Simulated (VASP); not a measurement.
# Zn (Fm-3m) in VASP: settings compared, part 2 of 2

VASP 6.6.1.

## Step 3: Single point, r2SCANh+D4

This run uses another cell than the first one, of 15.47 Å³/atom.

Input file POSCAR:

```
Zn
1.0
    0.0000000000      1.9777881408      1.9777881408
    1.9777881408      0.0000000000      1.9777881408
    1.9777881408      1.9777881408      0.0000000000
Zn
1
Direct
    0.0000000000      0.0000000000      0.0000000000
```

Input file INCAR.step1:

```
ALGO = Normal
EDIFF = 1E-5
ENCUT = 440
GGA = PE
GGA_COMPAT = False
ISIF = 2
ISMEAR = 0
LASPH = True
LCHARG = False
LREAL = False
LWAVE = True
NBANDS = 12
NELM = 120
PREC = Accurate
SIGMA = 0.02
```

Input file INCAR.step2:

```
AEXX = 0.1
ALGO = Normal
EDIFF = 1E-6
ENCUT = 440
GGA_COMPAT = False
ISIF = 2
ISMEAR = 0
ISTART = 1
IVDW = 13
LASPH = True
LCHARG = False
LHFCALC = True
LMIXTAU = True
LREAL = False
LWAVE = False
METAGGA = R2SCAN
NBANDS = 12
NELM = 120
PREC = Accurate
PRECFOCK = Normal
SIGMA = 0.02
VDW_A1 = 0.4944
VDW_A2 = 5.9019
VDW_S6 = 1.0
VDW_S8 = 0.8324
```

Input file KPOINTS:

```
k-points
0
Gamma
  8 8 8
```

Potentials or basis: VASP PAW PBE potentials, release 64 (Zn).

Command:

```console
> cat potpaw_PBE.64/Zn/POTCAR > POTCAR
> cp INCAR.step1 INCAR
> mpirun -np 1 vasp_std > vasp.out
> cp INCAR.step2 INCAR
> mpirun -np 1 vasp_std > vasp.out
```

OUTCAR:

```text
AEXX = 0.1
   EDIFF = 1E-6
   ENCUT = 440
   ISIF = 2
   ISMEAR = 0
   ISTART = 1
   IVDW = 13
   LASPH = True
   LHFCALC = True
   LREAL = False
   METAGGA = R2SCAN
   NELM = 120
   PREC = Accurate
   PRECFOCK = Normal

 ion  position               nearest neighbor table
   1  0.000  0.000  0.000-

  LATTYP: Found a face centered cubic cell.
 ALAT       =     3.9555762816

  Lattice vectors:

 A1 = (   0.0000000000,   1.9777881408,   1.9777881408)
 A2 = (   1.9777881408,   0.0000000000,   1.9777881408)
 A3 = (   1.9777881408,   1.9777881408,   0.0000000000)

Analysis of symmetry for initial positions (statically):
=====================================================================
 Subroutine PRICEL returns:
 Original cell was already a primitive cell.

 Routine SETGRP: Setting up the symmetry group for a
 face centered cubic supercell.

 Subroutine GETGRP returns: Found 48 space group operations
 (whereof 48 operations were pure point group operations)
 out of a pool of 48 trial point group operations.

The static configuration has the point symmetry O_h .

Analysis of symmetry for dynamics (positions and initial velocities):
=====================================================================
 Subroutine PRICEL returns:
 Original cell was already a primitive cell.

 Routine SETGRP: Setting up the symmetry group for a
 face centered cubic supercell.

 Subroutine GETGRP returns: Found 48 space group operations
 (whereof 48 operations were pure point group operations)
 out of a pool of 48 trial point group operations.

The dynamic configuration has the point symmetry O_h .

 Subroutine INISYM returns: Found 48 space group operations
 (whereof 48 operations are pure point group operations),
 and found     1 'primitive' translations

----------------------------------------------------------------------------------------

                                     Primitive cell

  volume of cell :      15.4728

  direct lattice vectors                    reciprocal lattice vectors
     0.000000000  1.977788141  1.977788141    -0.252807664  0.252807664  0.252807664
     1.977788141  0.000000000  1.977788141     0.252807664 -0.252807664  0.252807664
     1.977788141  1.977788141  0.000000000     0.252807664  0.252807664 -0.252807664

  length of vectors
     2.797014812  2.797014812  2.797014812     0.437875719  0.437875719  0.437875719

  position of ions in fractional coordinates (direct lattice)
     0.000000000  0.000000000  0.000000000

  ion indices of the primitive-cell ions
   primitive index   ion index
                 1           1

----------------------------------------------------------------------------------------

 KPOINTS: k-points

Automatic generation of k-mesh.
 Grid dimensions read from file:
 generate k-points for:    8    8    8

 Generating k-lattice:

  Cartesian coordinates                     Fractional coordinates (reciprocal lattice)
    -0.031600958  0.031600958  0.031600958     0.125000000  0.000000000  0.000000000
     0.031600958 -0.031600958  0.031600958     0.000000000  0.125000000  0.000000000
[... 45 lines left out ...]
   ions per type =               1
   NGX,Y,Z   is equivalent  to a cutoff of  11.89, 11.89, 11.89 a.u.
   NGXF,Y,Z  is equivalent  to a cutoff of  23.77, 23.77, 23.77 a.u.
 SYSTEM =  unknown system
   PREC   = accura    normal or accurate (medium, high low for compatibility)
   ISTART =      1    job   : 0-new  1-cont  2-samecut
   ICHARG =      0    charge: 1-file 2-atom 10-const
   ISPIN  =      1    spin polarized calculation?
   LNONCOLLINEAR =      F non collinear calculations
   LSORBIT =      F    spin-orbit coupling
   LASPH  =      T    aspherical Exc in radial PAW
   ENCUT  =  440.0 eV  32.34 Ry    5.69 a.u.   4.78  4.78  4.78*2*pi/ulx,y,z
   NELM   =    120;   NELMIN=  2; NELMDL=  0     # of ELM steps
   EDIFF  = 0.1E-05   stopping-criterion for ELM
   LREAL  =      F    real-space projection
   EDIFFG = 0.1E-04   stopping-criterion for IOM
   NSW    =      0    number of steps for IOM
   IBRION =     -1    ionic relax: 0-MD 1-quasi-New 2-CG
   NFREE  =      0    steps in history (QN), initial steepest desc. (CG)
   ISIF   =      2    stress and relaxation
   ISYM   =      3    0-nonsym 1-usesym 2-fastsym
   POTIM  = 0.5000    time-step for ionic-motion
   TEBEG  =    0.0;   TEEND  =   0.0 temperature during run
   PSTRESS=    0.0 pullay stress
   NELECT =      12.0000    total number of electrons
   NUPDOWN=      -1.0000    fix difference up-down
   EMIN   =  10.00;   EMAX   =-10.00  energy-range for DOS
   EFERMI =   0.00;   METHOD = LEGACY
   ISMEAR =     0;   SIGMA  =   0.02  broadening in eV -4-tet -1-fermi 0-gaus
   EFERMI_NEDOS =   21; number of points for ismear=-14 and -15
   IALGO  =     38    algorithm
   IMIX   =      1    mixing-type and parameters
     AMIX     =   0.40;   BMIX     =  1.00
     AMIX_MAG =   1.60;   BMIX_MAG =  1.00
  volume/ion in A,a.u.               =      15.47       104.42
  Fermi-wavevector in a.u.,A,eV,Ry     =   1.504107  2.842351 30.780987  2.262339
  Thomas-Fermi vector in A             =   2.615130
   LORBIT       =      0    0 simple, 1 ext, 2 COOP (PROOUT), +10 PAW based schemes
   METAGGA = R2SCAN    functional components
   LHFCALC =     T    Hartree Fock is set to
   PRECFOCK=normal    Normal, Fast or Accurate (Low or Medium for compatibility)
   ENCUT4O =  -1.0   cutoff for four orbital integrals eV
   NKREDX  =     1    reduce k-point grid by
   NKREDY  =     1    reduce k-point grid by
   NKREDZ  =     1    reduce k-point grid by
   AEXX    =    0.1000 exact exchange contribution
   HFSCREEN=    0.0000 screening length (either q_TF or 0.3 A-1)
   HFSCREENC=   0.0000 screening length for correlation (either q_TF or 0.3 A-1)
   ENCUTFOCK=  -1.0 apply spherical cutoff to Coloumb kernel
   IVDW    =    13    specifies the selected vdW correction
   LEPSILON=     F    determine dielectric tensor
   LRPA    =     F    only Hartree local field effects (RPA)
 non-spin polarized calculation
 Gauss-broadening in eV      SIGMA  =   0.02
  energy-cutoff  :      440.00
  volume of cell :       15.47
 maximum number of plane-waves:       332
  NGX = 16; NGY = 16; NGZ = 16

 number of electron      11.9999992 magnetization

 Free energy of the ion-electron system (eV)
  ---------------------------------------------------
  ext. energy  EPLUGINS =         0.00000000
  ---------------------------------------------------
  free energy    TOTEN  =        -8.18564261 eV

  energy without entropy =       -8.18543935  energy(sigma->0) =       -8.18554098

 E-fermi :   2.6485     XC(G=0): -11.4343

 val. band max:        2.2039465968   @ k =  -0.3750   0.2500   0.1250
 cond. band min:       2.6680976364   @ k =   0.5000   0.1250   0.0000
 fundamental gap:      0.4641510396
 Fermi energy:         2.6485391460

 k-point     1 :       0.0000    0.0000    0.0000
  band No.  band energies     occupation
      1      -8.5104      2.00000
      2      -6.0903      2.00000
      3      -6.0903      2.00000
      4      -6.0903      2.00000
      5      -5.7199      2.00000
      6      -5.7199      2.00000
      7      22.4686      0.00000
      8      22.4686      0.00000
      9      22.4686      0.00000
     10      22.8001      0.00000
     11      24.9201      0.00000
     12      24.9201      0.00000
[... 331 lines left out ...]
 k-point    24 :      -0.3750    0.2500    0.1250
  band No.  band energies     occupation
      1      -6.4532      2.00000
      2      -6.2467      2.00000
      3      -5.8774      2.00000
      4      -5.8550      2.00000
      5      -5.4518      2.00000
      6       1.3827      2.00000
      7       2.2039      2.00000
      8      12.4505      0.00000
      9      12.8845      0.00000
     10      21.7360      0.00000
     11      24.6045      0.00000
     12      32.6233      0.00000

 [... further k-points ...]

------------------------ aborting loop because EDIFF is reached ----------------------------------------

  DFT-D4 for vdW energy calculation

  Edisp (eV):   -0.12764

  FORCE on cell =-STRESS in cart. coord.  units (eV):
  Direction    XX          YY          ZZ          XY          YZ          ZX
  --------------------------------------------------------------------------------------
  -------------------------------------------------------------------------------------
  Total      -0.59398    -0.59398    -0.59398     0.00000     0.00000     0.00000
  in kB     -61.50505   -61.50505   -61.50505     0.00000     0.00000     0.00000
  external pressure =      -61.51 kB  Pullay stress =        0.00 kB

 VOLUME and BASIS-vectors are now :
 -----------------------------------------------------------------------------
  energy-cutoff  :      440.00
  volume of cell :       15.47
      direct lattice vectors                 reciprocal lattice vectors
     0.000000000  1.977788141  1.977788141    -0.252807664  0.252807664  0.252807664
     1.977788141  0.000000000  1.977788141     0.252807664 -0.252807664  0.252807664
     1.977788141  1.977788141  0.000000000     0.252807664  0.252807664 -0.252807664

 POSITION                                       TOTAL-FORCE (eV/Angst)
 -----------------------------------------------------------------------------------
      0.00000      0.00000      0.00000        -0.000000      0.000000      0.000000
 -----------------------------------------------------------------------------------
    total drift:                               -0.000000     -0.000000      0.000000

  FREE ENERGIE OF THE ION-ELECTRON SYSTEM (eV)
  ---------------------------------------------------
  free  energy   TOTEN  =        -8.3132827998 eV

  energy  without entropy=       -8.3130795338  energy(sigma->0) =       -8.31318117
```

Wall time 51 min (1 thread of AMD EPYC 7R43 (Zen 3), shared host); peak memory 0.11 GiB.

What came out:

| Quantity | Value |
| --- | --- |
| Free energy | -8.3133 eV |
| Pressure | -6.2 GPa |
| Band gap on the k mesh | zero (bands 6 and 7 overlap by 4.01 eV) |
| Dispersion energy per atom | -0.128 eV |

Caveat: the cell stands under tension; the PAW data sets were made with another functional, which shifts forces and pressure a little.

The gap in the log of VASP goes by the Fermi energy; the results here count the filled bands.